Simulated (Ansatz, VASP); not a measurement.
SnSe2: VASP beside Ansatz

```
CELL_PARAMETERS angstrom
3.82516 0.00000 0.00000
-1.91258 3.31269 0.00000
0.00000 0.00000 5.87585
ATOMIC_POSITIONS crystal
Sn 0.00000 0.00000 0.00000
Se 0.33333 0.66667 0.26608
Se 0.66667 0.33333 0.73392
```

Change from the starting cell: uniaxial_z strain -5.6%.

Alike in both runs: task single point; functional PBE; k mesh 12 × 12 × 4; occupations fermi-dirac, width 0.02 eV; no spin polarisation.

```csv
,VASP,Ansatz
version,VASP 6.6.1,Ansatz 0.2.0
potentials or method,"VASP PAW PBE potentials, release 64 (Sn_d, Se)","plane waves, PAW"
plane-wave cutoff (eV),520,420
valence electrons in the cell,26,46
```

VASP gave:

| Item | Value |
| --- | --- |
| pressure (GPa) | 4.6 |
| traceless stress, the component that is largest in VASP (GPa) | 0.70 |
| rms of the force components (eV/Å) | 0.143 |

Q: Estimate Ansatz's values.

A: Pressure (GPa): 4.5; traceless stress, the component that is largest in VASP (GPa): 0.70; rms of the force components (eV/Å): 0.136.

Atom by atom the forces differ by 0.007 eV/Å (rms over components). VASP's potentials hold 26 valence electrons a cell and Ansatz's 46, so a difference there can come from the potentials and not from the codes.
